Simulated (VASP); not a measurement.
# Os (Im-3m) in VASP: further runs

Runs on Os. Level: revPBE. Tasks: single point.

Program: VASP 6.6.1. These are calculated values, not measurements. Logs are shortened: lines on timing, memory, paths and dates and some standing lists are left out, and cuts for length are marked.

### 1 The cell of the first run

Symmetry: Im-3m, No. 229, cubic system. Conventional cell: a = 3.142 Å, b = 3.142 Å, c = 3.142 Å, α = 90.00°, β = 90.00°, γ = 90.00°. Within 3.6 Å of Os (site symmetry m-3m) lie 14 Os at 2.72 to 3.14 Å.

### 2 Single point, revPBE (volume scaled by 1.04)

INCAR

```
SYSTEM = Os
PREC = Accurate
ENCUT = 520
EDIFF = 1E-6
ISMEAR = -1
SIGMA = 0.1
LREAL = .False.
LASPH = .True.
NELM = 60
ALGO = Normal
ISIF = 2
LWAVE = .False.
LCHARG = .False.
GGA = RE
NBANDS = 10
```

KPOINTS

```
regular mesh
0
Gamma
  16 16 16
  0 0 0
```

POSCAR

```
Os
1.0
   -1.5708284413      1.5708284413      1.5708284413
    1.5708284413     -1.5708284413      1.5708284413
    1.5708284413      1.5708284413     -1.5708284413
Os
1
Direct
    0.0000000000      0.0000000000      0.0000000000
```

Potentials or basis: VASP PAW PBE potentials, release 64 (Os).

Started as:

```sh
$ cat potpaw_PBE.64/Os/POTCAR > POTCAR
$ mpirun -np 1 vasp_std > vasp.out
```

OUTCAR:

```text
SYSTEM = Os
   PREC = Accurate
   ENCUT = 520
   EDIFF = 1E-6
   ISMEAR = -1
   LREAL = .False.
   LASPH = .True.
   NELM = 60
   ISIF = 2
   GGA = RE

 ion  position               nearest neighbor table
   1  0.000  0.000  0.000-

  LATTYP: Found a body centered cubic cell.
 ALAT       =     3.1416568826

  Lattice vectors:

 A1 = (  -1.5708284413,   1.5708284413,   1.5708284413)
 A2 = (   1.5708284413,  -1.5708284413,   1.5708284413)
 A3 = (   1.5708284413,   1.5708284413,  -1.5708284413)

Analysis of symmetry for initial positions (statically):
=====================================================================
 Subroutine PRICEL returns:
 Original cell was already a primitive cell.

 Routine SETGRP: Setting up the symmetry group for a
 body centered cubic supercell.

 Subroutine GETGRP returns: Found 48 space group operations
 (whereof 48 operations were pure point group operations)
 out of a pool of 48 trial point group operations.

The static configuration has the point symmetry O_h .

Analysis of symmetry for dynamics (positions and initial velocities):
=====================================================================
 Subroutine PRICEL returns:
 Original cell was already a primitive cell.

 Routine SETGRP: Setting up the symmetry group for a
 body centered cubic supercell.

 Subroutine GETGRP returns: Found 48 space group operations
 (whereof 48 operations were pure point group operations)
 out of a pool of 48 trial point group operations.

The dynamic configuration has the point symmetry O_h .

 Subroutine INISYM returns: Found 48 space group operations
 (whereof 48 operations are pure point group operations),
 and found     1 'primitive' translations

----------------------------------------------------------------------------------------

                                     Primitive cell

  volume of cell :      15.5041

  direct lattice vectors                    reciprocal lattice vectors
    -1.570828441  1.570828441  1.570828441     0.000000000  0.318303379  0.318303379
     1.570828441 -1.570828441  1.570828441     0.318303379  0.000000000  0.318303379
     1.570828441  1.570828441 -1.570828441     0.318303379  0.318303379  0.000000000

  length of vectors
     2.720754670  2.720754670  2.720754670     0.450148955  0.450148955  0.450148955

  position of ions in fractional coordinates (direct lattice)
     0.000000000  0.000000000  0.000000000

  ion indices of the primitive-cell ions
   primitive index   ion index
                 1           1

----------------------------------------------------------------------------------------

 KPOINTS: regular mesh

Automatic generation of k-mesh.
 Grid dimensions read from file:
 generate k-points for:   16   16   16

 Generating k-lattice:

  Cartesian coordinates                     Fractional coordinates (reciprocal lattice)
     0.000000000  0.019893961  0.019893961     0.062500000  0.000000000  0.000000000
     0.019893961  0.000000000  0.019893961     0.000000000  0.062500000  0.000000000
     0.019893961  0.019893961  0.000000000     0.000000000  0.000000000  0.062500000

  Length of vectors
     0.028134310  0.028134310  0.028134310

  Shift w.r.t. Gamma in fractional coordinates (k-lattice)
     0.000000000  0.000000000  0.000000000

 Subroutine IBZKPT returns following result:
 ===========================================

 Found    145 irreducible k-points:

 Following reciprocal coordinates:
            Coordinates               Weight
  0.000000  0.000000  0.000000      1.000000
  0.062500  0.000000  0.000000     12.000000
  0.125000  0.000000  0.000000     12.000000
  0.187500  0.000000  0.000000     12.000000
  0.250000  0.000000  0.000000     12.000000
  0.312500  0.000000  0.000000     12.000000
[... 16 lines left out ...]
  0.187500  0.187500  0.000000     24.000000
  0.250000  0.187500 -0.000000     48.000000
 [... further k-points ...]
   k-points           NKPTS =    145   k-points in BZ     NKDIM =    145   number of bands    NBANDS=     10
   number of dos      NEDOS =    301   number of ions     NIONS =      1
   total plane-waves  NPLWV =   8000
   dimension x,y,z NGX =    20 NGY =   20 NGZ =   20
   dimension x,y,z NGXF=    40 NGYF=   40 NGZF=   40
   ions per type =               1
   NGX,Y,Z   is equivalent  to a cutoff of  12.22, 12.22, 12.22 a.u.
   NGXF,Y,Z  is equivalent  to a cutoff of  24.44, 24.44, 24.44 a.u.
 SYSTEM =  Os
   PREC   = accura    normal or accurate (medium, high low for compatibility)
   ISTART =      0    job   : 0-new  1-cont  2-samecut
   ICHARG =      2    charge: 1-file 2-atom 10-const
   ISPIN  =      1    spin polarized calculation?
   LNONCOLLINEAR =      F non collinear calculations
   LSORBIT =      F    spin-orbit coupling
   LASPH  =      T    aspherical Exc in radial PAW
   ENCUT  =  520.0 eV  38.22 Ry    6.18 a.u.   5.06  5.06  5.06*2*pi/ulx,y,z
   NELM   =     60;   NELMIN=  2; NELMDL= -5     # of ELM steps
   EDIFF  = 0.1E-05   stopping-criterion for ELM
   LREAL  =      F    real-space projection
   EDIFFG = 0.1E-04   stopping-criterion for IOM
   NSW    =      0    number of steps for IOM
   IBRION =     -1    ionic relax: 0-MD 1-quasi-New 2-CG
   NFREE  =      0    steps in history (QN), initial steepest desc. (CG)
   ISIF   =      2    stress and relaxation
   ISYM   =      2    0-nonsym 1-usesym 2-fastsym
   POTIM  = 0.5000    time-step for ionic-motion
   TEBEG  =    0.0;   TEEND  =   0.0 temperature during run
   PSTRESS=    0.0 pullay stress
   NELECT =       8.0000    total number of electrons
   NUPDOWN=      -1.0000    fix difference up-down
   EMIN   =  10.00;   EMAX   =-10.00  energy-range for DOS
   EFERMI =   0.00;   METHOD = LEGACY
   ISMEAR =    -1;   SIGMA  =   0.10  broadening in eV -4-tet -1-fermi 0-gaus
   EFERMI_NEDOS =   21; number of points for ismear=-14 and -15
   IALGO  =     38    algorithm
   IMIX   =      4    mixing-type and parameters
     AMIX     =   0.40;   BMIX     =  1.00
     AMIX_MAG =   1.60;   BMIX_MAG =  1.00
  volume/ion in A,a.u.               =      15.50       104.63
  Fermi-wavevector in a.u.,A,eV,Ry     =   1.313075  2.481351 23.458688  1.724165
  Thomas-Fermi vector in A             =   2.443423
   LORBIT       =      0    0 simple, 1 ext, 2 COOP (PROOUT), +10 PAW based schemes
   GGA     = RE    functional components
   LHFCALC =     F    Hartree Fock is set to
   AEXX    =    0.0000 exact exchange contribution
   IVDW    =     0    specifies the selected vdW correction
   LEPSILON=     F    determine dielectric tensor
   LRPA    =     F    only Hartree local field effects (RPA)
 non-spin polarized calculation
  energy-cutoff  :      520.00
  volume of cell :       15.50
 maximum number of plane-waves:       430
   NGX = 11   NGY = 11   NGZ = 11

 number of electron       8.0000000 magnetization

 Free energy of the ion-electron system (eV)
  ---------------------------------------------------
  ext. energy  EPLUGINS =         0.00000000
  ---------------------------------------------------
  free energy    TOTEN  =        -9.85216075 eV

  energy without entropy =       -9.79655026  energy(sigma->0) =       -9.82435550

 E-fermi :   8.3030     XC(G=0): -13.4299

 val. band max:        8.2994532365   @ k =  -0.3125   0.3125   0.2500
 cond. band min:       8.3180339995   @ k =   0.1250   0.1250   0.0625
 fundamental gap:      0.0185807630
 Fermi energy:         8.3030230464

 k-point     1 :       0.0000    0.0000    0.0000
  band No.  band energies     occupation
      1      -1.9739      2.00000
      2       5.2548      2.00000
      3       5.2548      2.00000
      4       5.2548      2.00000
      5       8.2449      1.28291
      6       8.2449      1.28291
      7      24.4227      0.00000
      8      24.4227      0.00000
      9      24.4227      0.00000
     10      35.3560      0.00000

 k-point     2 :       0.0625    0.0000    0.0000
  band No.  band energies     occupation
      1      -1.8006      2.00000
      2       5.1696      2.00000
      3       5.2463      2.00000
      4       5.4123      2.00000
      5       8.1252      1.71087
      6       8.2504      1.25699
      7      24.5352      0.00000
      8      24.6987      0.00000
      9      24.7036      0.00000
     10      33.5242      0.00000

 k-point     3 :       0.1250    0.0000    0.0000
  band No.  band energies     occupation
      1      -1.3013      2.00000
      2       4.9347      2.00000
      3       5.1965      2.00000
      4       5.8764      2.00000
      5       7.8702      1.97396
      6       8.2719      1.15439
      7      24.7413      0.00000
      8      25.2657      0.00000
      9      25.5199      0.00000
     10      31.5702      0.00000

 k-point     4 :       0.1875    0.0000    0.0000
  band No.  band energies     occupation
      1      -0.5485      2.00000
      2       4.6034      2.00000
      3       5.0817      2.00000
      4       6.6227      2.00000
      5       7.6959      1.99539
      6       8.3203      0.91393
      7      24.5999      0.00000
      8      25.1944      0.00000
      9      26.8016      0.00000
     10      30.6295      0.00000
[... 222 lines left out ...]
 k-point    22 :       0.4375    0.1250    0.0000
  band No.  band energies     occupation
      1       1.6731      2.00000
      2       3.5239      2.00000
      3       6.6188      2.00000
      4       7.9977      1.90985
      5       9.2828      0.00011
      6      12.4662      0.00000
      7      16.0198      0.00000
      8      21.0544      0.00000
      9      23.6555      0.00000
     10      31.8973      0.00000

 k-point    23 :       0.1875    0.1875    0.0000
  band No.  band energies     occupation
      1       1.5042      2.00000
      2       4.1251      2.00000
      3       4.3692      2.00000
      4       7.5040      1.99932
      5       8.7363      0.02593
      6       9.5775      0.00001
      7      21.4281      0.00000
      8      23.6269      0.00000
      9      25.9685      0.00000
     10      28.0973      0.00000

 k-point    24 :       0.2500    0.1875   -0.0000
  band No.  band energies     occupation
      1       2.0303      2.00000
      2       3.8804      2.00000
      3       4.6438      2.00000
      4       7.6961      1.99538
      5       8.8157      0.01180
      6      10.9847      0.00000
      7      19.4019      0.00000
      8      22.4343      0.00000
      9      24.8747      0.00000
     10      29.0793      0.00000

 [... further k-points ...]

------------------------ aborting loop because EDIFF is reached ----------------------------------------

  FORCE on cell =-STRESS in cart. coord.  units (eV):
  Direction    XX          YY          ZZ          XY          YZ          ZX
  --------------------------------------------------------------------------------------
  -------------------------------------------------------------------------------------
  Total       -1.1984268     -1.1984268     -1.1984268      0.0000000     -0.0000000      0.0000000
  in kB     -123.8442435   -123.8442435   -123.8442435      0.0000000     -0.0000000      0.0000000
  external PRESSURE =    -123.8442435 kB  Pullay stress =       0.0000000 kB

 VOLUME and BASIS-vectors are now :
 -----------------------------------------------------------------------------
  energy-cutoff  :      520.00
  volume of cell :       15.50
      direct lattice vectors                 reciprocal lattice vectors
    -1.570828441  1.570828441  1.570828441     0.000000000  0.318303379  0.318303379
     1.570828441 -1.570828441  1.570828441     0.318303379  0.000000000  0.318303379
     1.570828441  1.570828441 -1.570828441     0.318303379  0.318303379  0.000000000

 POSITION                                       TOTAL-FORCE (eV/Angst)
 -----------------------------------------------------------------------------------
      0.00000      0.00000      0.00000        -0.000000     -0.000000      0.000000
 -----------------------------------------------------------------------------------
    total drift:                                0.000000      0.000000      0.000000

  FREE ENERGIE OF THE ION-ELECTRON SYSTEM (eV)
  ---------------------------------------------------
  free  energy   TOTEN  =        -9.8521607464 eV

  energy  without entropy=       -9.7965502629  energy(sigma->0) =       -9.82435550
```

Wall time 18 s (1 thread of Intel Xeon 6975P-C, shared host); peak memory 0.14 GiB.

Results:

| Quantity | Value |
| --- | --- |
| Free energy | -9.8522 eV |
| Pressure | -12.4 GPa |
| Band gap on the k mesh | zero (band 4 reaches 10.44 eV, above the bottom of band 5 at 6.46 eV) |

Levels at points of the mesh, in eV from the Fermi level:
```tsv
k point	band 1	band 2	band 3	band 4	band 5	band 6	band 7	band 8	band 9
(0.00, 0.00, 0.00)	-10.28	-3.05	-3.05	-3.05	-0.06	-0.06	16.12	16.12	16.12
(0.50, 0.00, 0.00)	-7.09	-4.91	-0.21	-0.17	0.48	2.86	8.12	12.37	16.26
(0.50, 0.50, 0.50)	-6.62	-6.62	2.13	2.13	2.13	7.54	7.54	7.54	14.24
```

Caveat: the PAW data sets were made with another functional, which shifts forces and pressure a little; spin-orbit coupling is left out, which moves the levels of the heavy elements.

### 3 Single point, revPBE (volume scaled by 1.12)

INCAR

```
ALGO     = Normal         # electronic algorithm
EDIFF    = 1E-7           # SCF threshold, eV
ENCUT    = 520            # plane-wave cutoff, eV
GGA      = RE             # functional
ISIF     = 2              # what is computed and relaxed
ISMEAR   = -1             # smearing method
LASPH    = True           # aspherical terms in the spheres
LCHARG   = False          # write CHGCAR
LREAL    = False          # projectors in reciprocal space
LWAVE    = False          # write WAVECAR
NBANDS   = 10             # bands
NELM     = 60             # most SCF steps
PREC     = Accurate       # precision mode
SIGMA    = 0.1            # smearing width, eV
```

KPOINTS

```
k-points
0
Gamma
  16 16 16
```

POSCAR

```
Os
1.0
   -1.6101153255      1.6101153255      1.6101153255
    1.6101153255     -1.6101153255      1.6101153255
    1.6101153255      1.6101153255     -1.6101153255
Os
1
Direct
    0.0000000000      0.0000000000      0.0000000000
```

Potentials or basis: VASP PAW PBE potentials, release 64 (Os).

Started as:

```sh
$ cat potpaw_PBE.64/Os/POTCAR > POTCAR
$ mpirun -np 1 vasp_std > vasp.out
```

Wall time 17 s (1 thread of Intel Xeon 6975P-C, shared host); peak memory 0.16 GiB.

It converged, with:

```yaml
Free_energy: -9.6919 eV
Pressure: -29.6 GPa
Band_gap_on_the_k_mesh: zero (band 4 reaches 9.17 eV, above the bottom of band 5 at 5.69 eV)
```

Levels at points of the mesh, in eV from the Fermi level:
```
           k point  band 1  band 2  band 3  band 4  band 5  band 6  band 7  band 8  band 9
(0.00, 0.00, 0.00)   -9.60   -2.73   -2.73   -2.73   -0.04   -0.04   16.03   16.03   16.03
(0.50, 0.00, 0.00)   -6.43   -4.39   -0.20   -0.07    0.42    2.52    7.29   12.27   15.46
(0.50, 0.50, 0.50)   -5.91   -5.91    1.88    1.88    1.88    7.24    7.24    7.24   13.04
```

Caveat: the PAW data sets were made with another functional, which shifts forces and pressure a little; spin-orbit coupling is left out, which moves the levels of the heavy elements.
